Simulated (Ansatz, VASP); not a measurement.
Two plane-wave programs on W

```
W
1.0
    -1.54722    1.58376    1.58376
     1.58376   -1.54722    1.58376
     1.58376    1.58376   -1.54722
W
1
Cartesian
  0.0000 0.0000 0.0000
```

Change from the starting cell: equal engineering shear yz, xz and xy +0.0233, equal normal strain along x, y and z +0.0100.

Alike in both runs: task single point; functional LDA; k mesh 20 × 20 × 20; occupations gaussian, width 0.15 eV; no spin polarisation.

```csv
,VASP,Ansatz
version,VASP 6.6.1,Ansatz 0.2.0
potentials or method,"VASP PAW LDA potentials, release 64 (W_sv), cutoff 520 eV","scalar-relativistic, plane waves, PAW"
valence electrons in the cell,14,14
```

|  | VASP | Ansatz | Ansatz less VASP |
| --- | --- | --- | --- |
| gap on the k mesh at the Fermi level (eV) | none | none | - |
| pressure (GPa) | -7.5 | -9.2 | -1.68 |
| traceless stress, the component that is largest in VASP (GPa) | -3.12 | -3.08 | +0.047 |

Ansatz warns that its potentials were made for another functional, while VASP's fit it. LDA's correlation is that of Perdew and Zunger in VASP and of Perdew and Wang (1992) in Ansatz. A gap of «none» marks a metal or a gap that the smearing closes.

Spin-orbit coupling is off throughout.
